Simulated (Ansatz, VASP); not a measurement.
# Ag in VASP and in Ansatz

```
Ag
1.0
     0.00000    2.07395    2.07395
     2.07395    0.00000    2.07395
     2.07395    2.07395    0.00000
Ag
1
Direct
  0.00000 0.00000 0.00000
```

Alike in both runs: functional PBE; k mesh 18 × 18 × 18; occupations gaussian, width 0.1 eV; no spin polarisation.

Ansatz relaxed the structure, and its values are those at the end. VASP's run is a single point on that final structure, the one shown.

|  | VASP | Ansatz |
| --- | --- | --- |
| version | VASP 6.6.1 | Ansatz 0.2.0 |
| potentials or method | VASP PAW PBE potentials, release 64 (Ag), cutoff 500 eV | scalar-relativistic, plane waves, PAW |
| valence electrons in the cell | 11 | 19 |

```csv
,VASP,Ansatz,Ansatz less VASP
gap on the k mesh at the Fermi level (eV),none,none,-
pressure (GPa),-0.1,0.0,+0.12
```

A gap of «none» marks a metal or a gap that the smearing closes. VASP's potentials hold 11 valence electrons a cell and Ansatz's 19, so a difference there can come from the potentials and not from the codes.
